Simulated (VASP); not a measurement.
Set up this calculation in VASP 6.6.1, as the native input.

| Property | Result |
| --- | --- |
| Task | single point |
| Functional | PBE |
| Potentials or basis | VASP PAW PBE potentials, release 64 (Te, Sn_d) |
| Cutoff | 520 eV |
| k mesh | 8 × 8 × 8 |
| Occupations | fermi-dirac, width 0.05 eV |
| Spin | no spin polarisation |
| Dipole correction | no |
| Further INCAR settings | ALGO = Fast; EDIFF = 1e-06; NBANDS = 32 |

The structure of Sn3Te lies in POSCAR:

```
Sn3Te
1.0
   -2.2698068907      2.2698068907      5.4419376443
    2.2698068907     -2.2698068907      5.4419376443
    2.2698068907      2.2698068907     -5.4419376443
Te Sn
1 3
Direct
    0.0000000000      0.0000000000      0.0000000000
    0.5000000000      0.5000000000      0.0000000000
    0.2500000000      0.7500000000      0.5000000000
    0.7500000000      0.2500000000      0.5000000000
```

One way to write it, as run:

INCAR

```
PREC     = Accurate       # precision mode
ENCUT    = 520            # plane-wave cutoff, eV
EDIFF    = 1E-6           # SCF threshold, eV
ISMEAR   = -1             # smearing method
SIGMA    = 0.05           # smearing width, eV
LREAL    = False          # projectors in reciprocal space
LASPH    = True           # aspherical terms in the spheres
NELM     = 100            # most SCF steps
ALGO     = Fast           # electronic algorithm
ISIF     = 2              # what is computed and relaxed
LWAVE    = False          # write WAVECAR
LCHARG   = True           # write CHGCAR
GGA      = PE             # functional
LELF     = True           # ELF
LVHAR    = True         
NBANDS   = 32             # bands
```

KPOINTS

```
Automatic mesh
0
Gamma
  8 8 8
```

Potentials or basis: VASP PAW PBE potentials, release 64 (Te, Sn_d).

Run with:

```bash
$ cat potpaw_PBE.64/Te/POTCAR potpaw_PBE.64/Sn_d/POTCAR > POTCAR
$ mpirun -np 1 vasp_std > vasp.out
```

It gave:

The pressure is 1.5 GPa. The band gap on the k mesh is zero (bands 24 and 25 overlap by 1.05 eV).

Caveat: spin-orbit coupling is left out, which moves the levels of the heavy elements.

Run time: 4.5 min on 1 thread of Intel(R) Xeon(R) Platinum 8375C CPU @ 2.90GHz (Ice Lake), with other jobs on the host, peak memory 0.42 GiB.
